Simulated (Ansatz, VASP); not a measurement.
## KF: VASP beside Ansatz

INCAR

```
SYSTEM = KF
PREC = Accurate ; ENCUT = 520
EDIFF = 1E-6 ; ISMEAR = -1
SIGMA = 0.05 ; LREAL = .FALSE.
LASPH = .TRUE. ; NELM = 100
ALGO = Normal ; ISIF = 2
LWAVE = .FALSE. ; LCHARG = .FALSE.
GGA = PE ; NBANDS = 15
```

File KPOINTS:

```
Automatic mesh
0
G
  14 14 14
  0 0 0
```

The input POSCAR:

```
KF
1.0
    2.8655625327      0.0000000000      0.0000000000
    0.0000000000      2.8655625327      0.0000000000
    0.0000000000      0.0000000000      2.8655625327
K F
1 1
Direct
    0.0000000000      0.0000000000      0.0000000000
    0.5000000000      0.5000000000      0.5000000000
```

Input for Ansatz:

```yaml
crystal:
  lattice:
    - [2.8655625327, 0.0, 0.0]
    - [0.0, 2.8655625327, 0.0]
    - [0.0, 0.0, 2.8655625327]
  atoms:
    - { symbol: K, position: [0.0, 0.0, 0.0] }
    - { symbol: F, position: [0.5, 0.5, 0.5] }
kpoints:
  mp_grid: { grid: [14, 14, 14] }
scf:
  occupations: { method: fermi_dirac, width: 0.05 }
hamiltonian:
  xc: pbe
  pseudopotentials: { kind: paw }
output:
  forces: true
  stress: true
  eigenvalues: true
  populations: true
```

Change from the starting cell: volume scaled by 0.68, PAW files.

Alike in both runs: task single point; functional PBE; k mesh 14 × 14 × 14; occupations fermi-dirac, width 0.05 eV; no spin polarisation.

```csv
,VASP,Ansatz
version,VASP 6.6.1,Ansatz 0.2.0
potentials or method,"VASP PAW PBE potentials, release 64 (K_sv, F)","PAW with Ansatz's default frozen-core files, scalar-relativistic"
plane-wave cutoff (eV),520,420
valence electrons in the cell,16,16
```

|  | VASP | Ansatz | Ansatz less VASP |
| --- | --- | --- | --- |
| gap on the k mesh at the Fermi level (eV) | 8.41 | 8.43 | +0.021 |
| pressure (GPa) | 33.5 | 32.5 | -1.02 |

Both programs put the cell under a high pressure, so it lies far from rest at this level. The functional is the same, so the differences come from potentials, cutoffs and numerics.
